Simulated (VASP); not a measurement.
# B (Fd-3m) in VASP: notebook

Runs on B. Level: RPBE. Tasks: relaxation of cell and atoms, single point.

All numbers are computed with VASP 6.6.1; they aren't measurements. Logs are shortened: lines on timing, memory, paths and dates and some standing lists are left out, and cuts for length are marked.

## Step 1: The cell of the first run

It takes space group Fd-3m (No. 227, cubic). The conventional cell has a = 4.137 Å, b = 4.137 Å, c = 4.137 Å, α = 90.00°, β = 90.00°, γ = 90.00°. B (site symmetry -43m) has 4 B at 1.79 Å within 2.4 Å.

## Step 2: Relaxation of cell and atoms, RPBE

The input, INCAR:

```
SYSTEM = B
PREC = Accurate
ENCUT = 600
EDIFF = 1E-7
ISMEAR = -1
SIGMA = 0.1
LREAL = .False.
LASPH = .True.
NELM = 80
ALGO = Normal
ISIF = 3
LWAVE = .False.
LCHARG = .False.
GGA = RP
IBRION = 2
NSW = 80
EDIFFG = -0.01
```

The input, KPOINTS:

```
Automatic mesh
0
Gamma
  13 13 13
  0 0 0
```

The input, POSCAR:

```
B
1.0
    0.0000000000      2.0683080914      2.0683080914
    2.0683080914      0.0000000000      2.0683080914
    2.0683080914      2.0683080914      0.0000000000
B
2
Direct
    0.1250000000      0.1250000000      0.1250000000
    0.8750000000      0.8750000000      0.8750000000
```

Potentials or basis: VASP PAW PBE potentials, release 64 (B).

On the command line:

```sh
$ cat potpaw_PBE.64/B/POTCAR > POTCAR
$ mpirun -np 1 vasp_std > vasp.out
```

OUTCAR:

```text
SYSTEM = B
   PREC = Accurate
   ENCUT = 600
   EDIFF = 1E-7
   ISMEAR = -1
   LREAL = .False.
   LASPH = .True.
   NELM = 80
   ISIF = 3
   GGA = RP
   IBRION = 2
   NSW = 80
   EDIFFG = -0.01

 ion  position               nearest neighbor table
   1  0.125  0.125  0.125-   2 1.79   2 1.79   2 1.79   2 1.79
   2  0.875  0.875  0.875-   1 1.79   1 1.79   1 1.79   1 1.79

  LATTYP: Found a face centered cubic cell.
 ALAT       =     4.1366161828

  Lattice vectors:

 A1 = (   0.0000000000,   2.0683080914,   2.0683080914)
 A2 = (   2.0683080914,   0.0000000000,   2.0683080914)
 A3 = (   2.0683080914,   2.0683080914,   0.0000000000)

Analysis of symmetry for initial positions (statically):
=====================================================================
 Subroutine PRICEL returns:
 Original cell was already a primitive cell.

 Routine SETGRP: Setting up the symmetry group for a
 face centered cubic supercell.

 Subroutine GETGRP returns: Found 48 space group operations
 (whereof 12 operations were pure point group operations)
 out of a pool of 48 trial point group operations.

The static configuration has the point symmetry D_3d.
 The point group associated with its full space group is O_h .

Analysis of symmetry for dynamics (positions and initial velocities):
=====================================================================
 Subroutine PRICEL returns:
 Original cell was already a primitive cell.

 Routine SETGRP: Setting up the symmetry group for a
 face centered cubic supercell.

 Subroutine GETGRP returns: Found 48 space group operations
 (whereof 12 operations were pure point group operations)
 out of a pool of 48 trial point group operations.

The dynamic configuration has the point symmetry D_3d.
 The point group associated with its full space group is O_h .

 Subroutine INISYM returns: Found 48 space group operations
 (whereof 12 operations are pure point group operations),
 and found     1 'primitive' translations

----------------------------------------------------------------------------------------

                                     Primitive cell

  volume of cell :      17.6960

  direct lattice vectors                    reciprocal lattice vectors
     0.000000000  2.068308091  2.068308091    -0.241743482  0.241743482  0.241743482
     2.068308091  0.000000000  2.068308091     0.241743482 -0.241743482  0.241743482
     2.068308091  2.068308091  0.000000000     0.241743482  0.241743482 -0.241743482

  length of vectors
     2.925029354  2.925029354  2.925029354     0.418711993  0.418711993  0.418711993

  position of ions in fractional coordinates (direct lattice)
     0.125000000  0.125000000  0.125000000
     0.875000000  0.875000000  0.875000000

  ion indices of the primitive-cell ions
   primitive index   ion index
                 1           1
                 2           2

----------------------------------------------------------------------------------------

 KPOINTS: Automatic mesh

Automatic generation of k-mesh.
 Grid dimensions read from file:
 generate k-points for:   13   13   13

 Generating k-lattice:

  Cartesian coordinates                     Fractional coordinates (reciprocal lattice)
    -0.018595652  0.018595652  0.018595652     0.076923077  0.000000000  0.000000000
     0.018595652 -0.018595652  0.018595652     0.000000000  0.076923077  0.000000000
     0.018595652  0.018595652 -0.018595652     0.000000000  0.000000000  0.076923077

  Length of vectors
     0.032208615  0.032208615  0.032208615

  Shift w.r.t. Gamma in fractional coordinates (k-lattice)
     0.000000000  0.000000000  0.000000000

 Subroutine IBZKPT returns following result:
 ===========================================

 Found     84 irreducible k-points:

 Following reciprocal coordinates:
            Coordinates               Weight
  0.000000  0.000000  0.000000      1.000000
  0.076923  0.000000  0.000000      8.000000
  0.153846  0.000000  0.000000      8.000000
  0.230769  0.000000  0.000000      8.000000
  0.307692  0.000000  0.000000      8.000000
  0.384615  0.000000  0.000000      8.000000
[... 16 lines left out ...]
  0.384615  0.153846  0.000000     24.000000
  0.461538  0.153846  0.000000     24.000000
 [... further k-points ...]
   k-points           NKPTS =     84   k-points in BZ     NKDIM =     84   number of bands    NBANDS=      7
   number of dos      NEDOS =    301   number of ions     NIONS =      2
   total plane-waves  NPLWV =  13824
   dimension x,y,z NGX =    24 NGY =   24 NGZ =   24
   dimension x,y,z NGXF=    48 NGYF=   48 NGZF=   48
   ions per type =               2
   NGX,Y,Z   is equivalent  to a cutoff of  13.64, 13.64, 13.64 a.u.
   NGXF,Y,Z  is equivalent  to a cutoff of  27.28, 27.28, 27.28 a.u.
 SYSTEM =  B
   PREC   = accura    normal or accurate (medium, high low for compatibility)
   ISTART =      0    job   : 0-new  1-cont  2-samecut
   ICHARG =      2    charge: 1-file 2-atom 10-const
   ISPIN  =      1    spin polarized calculation?
   LNONCOLLINEAR =      F non collinear calculations
   LSORBIT =      F    spin-orbit coupling
   LASPH  =      T    aspherical Exc in radial PAW
   ENCUT  =  600.0 eV  44.10 Ry    6.64 a.u.   5.84  5.84  5.84*2*pi/ulx,y,z
   NELM   =     80;   NELMIN=  2; NELMDL= -5     # of ELM steps
   EDIFF  = 0.1E-06   stopping-criterion for ELM
   LREAL  =      F    real-space projection
   EDIFFG = -.1E-01   stopping-criterion for IOM
   NSW    =     80    number of steps for IOM
   IBRION =      2    ionic relax: 0-MD 1-quasi-New 2-CG
   NFREE  =      1    steps in history (QN), initial steepest desc. (CG)
   ISIF   =      3    stress and relaxation
   ISYM   =      2    0-nonsym 1-usesym 2-fastsym
   POTIM  = 0.5000    time-step for ionic-motion
   TEBEG  =    0.0;   TEEND  =   0.0 temperature during run
   PSTRESS=    0.0 pullay stress
   NELECT =       6.0000    total number of electrons
   NUPDOWN=      -1.0000    fix difference up-down
   EMIN   =  10.00;   EMAX   =-10.00  energy-range for DOS
   EFERMI =   0.00;   METHOD = LEGACY
   ISMEAR =    -1;   SIGMA  =   0.10  broadening in eV -4-tet -1-fermi 0-gaus
   EFERMI_NEDOS =   21; number of points for ismear=-14 and -15
   IALGO  =     38    algorithm
   IMIX   =      4    mixing-type and parameters
     AMIX     =   0.40;   BMIX     =  1.00
     AMIX_MAG =   1.60;   BMIX_MAG =  1.00
  volume/ion in A,a.u.               =       8.85        59.71
  Fermi-wavevector in a.u.,A,eV,Ry     =   1.141563  2.157242 17.730662  1.303167
  Thomas-Fermi vector in A             =   2.278263
   LORBIT       =      0    0 simple, 1 ext, 2 COOP (PROOUT), +10 PAW based schemes
   GGA     = RP    functional components
   LHFCALC =     F    Hartree Fock is set to
   AEXX    =    0.0000 exact exchange contribution
   IVDW    =     0    specifies the selected vdW correction
   LEPSILON=     F    determine dielectric tensor
   LRPA    =     F    only Hartree local field effects (RPA)
 conjugate gradient relaxation of ions
 non-spin polarized calculation
  energy-cutoff  :      600.00
  volume of cell :       17.70
 maximum number of plane-waves:       609
   NGX = 11   NGY = 11   NGZ = 11

--------------------------------------- Ionic step        1  -------------------------------------------

 number of electron       6.0000000 magnetization

 Free energy of the ion-electron system (eV)
  ---------------------------------------------------
  ext. energy  EPLUGINS =         0.00000000
  ---------------------------------------------------
  free energy    TOTEN  =       -10.94946609 eV

  energy without entropy =      -10.92315932  energy(sigma->0) =      -10.93631271

------------------------ aborting loop because EDIFF is reached ----------------------------------------

  FORCE on cell =-STRESS in cart. coord.  units (eV):
  Direction    XX          YY          ZZ          XY          YZ          ZX
  --------------------------------------------------------------------------------------
  -------------------------------------------------------------------------------------
  Total       -0.7679483     -0.7679483     -0.7679483      0.0000000      0.0000000      0.0000000
  in kB      -69.5291460    -69.5291460    -69.5291460      0.0000000      0.0000000      0.0000000
  external PRESSURE =     -69.5291460 kB  Pullay stress =       0.0000000 kB
[... 57 lines left out ...]
  energy  without entropy=      -10.9395519867  energy(sigma->0) =      -10.95242161

--------------------------------------- Ionic step        3  -------------------------------------------

 number of electron       6.0000000 magnetization

 Free energy of the ion-electron system (eV)
  ---------------------------------------------------
  ext. energy  EPLUGINS =         0.00000000
  ---------------------------------------------------
  free energy    TOTEN  =       -10.96660391 eV

  energy without entropy =      -10.94075634  energy(sigma->0) =      -10.95368013

 E-fermi :   3.7233     XC(G=0): -11.0898

 val. band max:        3.6943132293   @ k =  -0.4615   0.1538   0.0000
 cond. band min:       3.7341721846   @ k =   0.4615   0.2308   0.0000
 fundamental gap:      0.0398589554
 Fermi energy:         3.7233494374

 k-point     1 :       0.0000    0.0000    0.0000
  band No.  band energies     occupation
      1      -9.0938      2.00000
      2       7.7130      0.00000
      3       7.7130      0.00000
      4       7.7130      0.00000
      5      11.8151      0.00000
      6      11.8151      0.00000
      7      11.8151      0.00000
[... 221 lines left out ...]
 k-point    24 :       0.4615    0.1538    0.0000
  band No.  band energies     occupation
      1      -5.1353      2.00000
      2      -1.3115      2.00000
      3       4.1403      0.03046
      4       4.4453      0.00146
      5      12.7446      0.00000
      6      15.7929      0.00000
      7      16.6730      0.00000

 [... further k-points ...]
[... 5 lines left out ...]
  --------------------------------------------------------------------------------------
  -------------------------------------------------------------------------------------
  Total        0.0017826      0.0017826      0.0017826      0.0000000      0.0000000      0.0000000
  in kB        0.1686784      0.1686784      0.1686784      0.0000000      0.0000000      0.0000000
  external PRESSURE =       0.1686784 kB  Pullay stress =       0.0000000 kB
[... 17 lines left out ...]
  FREE ENERGIE OF THE ION-ELECTRON SYSTEM (eV)
  ---------------------------------------------------
  free  energy   TOTEN  =       -10.9666039143 eV

  energy  without entropy=      -10.9407563420  energy(sigma->0) =      -10.95368013

 reached required accuracy - stopping structural energy minimisation
```

Run time: 16 s. Hardware: 1 thread of AMD EPYC 7R13 (Zen 3), shared host; peak memory 0.1 GiB.

What came out:

```
Free energy                            : -10.9666 eV
Relaxed volume                         : 8.47 Å³/atom
Relaxed cell                           : a = 2.882 Å, b = 2.882 Å, c = 2.882 Å, α = 60.00°, β = 60.00°, γ = 60.00°
Space group after relaxing (to 0.05 Å) : Fd-3m (No. 227)
Energy gained by relaxing              : 8.6 meV/atom
Ionic steps                            : 3
Pressure after relaxing                : 0.0 GPa
Band gap on the k mesh                 : zero (band 3 reaches 7.71 eV, above the bottom of band 4 at 1.19 eV)
```

The path:
```tsv
step	energy change (eV)	largest force (eV/Å)	pressure (GPa)	volume (Å³)
1	0.0000	0.0000	-6.95	17.70
2	-0.0158	0.0000	2.11	16.73
3	-0.0171	0.0000	0.02	16.93
```

Final structure:
```
CELL_PARAMETERS angstrom
0.00000 2.03811 2.03811
2.03811 0.00000 2.03811
2.03811 2.03811 0.00000
ATOMIC_POSITIONS crystal
B 0.12500 0.12500 0.12500
B 0.87500 0.87500 0.87500
```

Caveat: the PAW data sets were made with another functional, which shifts forces and pressure a little.

## Step 3: Single point, RPBE

This run uses another cell than the first one, of 8.47 Å³/atom, 0.958 times its volume.

The input, INCAR:

```
PREC = Accurate ; ENCUT = 520
EDIFF = 1E-7 ; ISMEAR = -1
SIGMA = 0.1 ; LREAL = False
LASPH = True ; NELM = 60
ALGO = Normal ; ISIF = 2
LWAVE = False ; LCHARG = False
GGA = RP ; NBANDS = 10
```

The input, KPOINTS:

```
Automatic mesh
0
Gamma
  22 22 22
```

The input, POSCAR:

```
B
1.0
    0.0000000000      2.0385974816      2.0385974816
    2.0385974816      0.0000000000      2.0385974816
    2.0385974816      2.0385974816      0.0000000000
B
2
Direct
    0.1250000000      0.1250000000      0.1250000000
    0.8750000000      0.8750000000      0.8750000000
```

Potentials or basis: VASP PAW PBE potentials, release 64 (B).

On the command line:

```sh
$ cat potpaw_PBE.64/B/POTCAR > POTCAR
$ mpirun -np 1 vasp_std > vasp.out
```

It took 36 s on 1 thread of AMD EPYC 7R13 (Zen 3), shared host; peak memory 0.13 GiB.

Results (log left out):

- Free energy: -10.9616 eV
- Pressure: -0.1 GPa
- Band gap on the k mesh: zero (band 3 reaches 7.71 eV, above the bottom of band 4 at 0.68 eV)

Levels at points of the mesh, in eV from the Fermi level:
| k point | band 1 | band 2 | band 3 | band 4 | band 5 | band 6 | band 7 | band 8 |
| --- | --- | --- | --- | --- | --- | --- | --- | --- |
| (0.00, 0.00, 0.00) | -12.81 | 3.99 | 3.99 | 3.99 | 8.09 | 8.09 | 8.09 | 16.13 |
| (0.50, 0.00, 0.00) | -8.06 | -6.92 | 1.68 | 1.68 | 10.13 | 10.13 | 11.60 | 15.70 |
| (0.50, 0.50, 0.00) | -5.97 | -5.97 | -1.26 | -1.26 | 7.09 | 7.09 | 18.02 | 18.02 |

Caveat: the PAW data sets were made with another functional, which shifts forces and pressure a little.
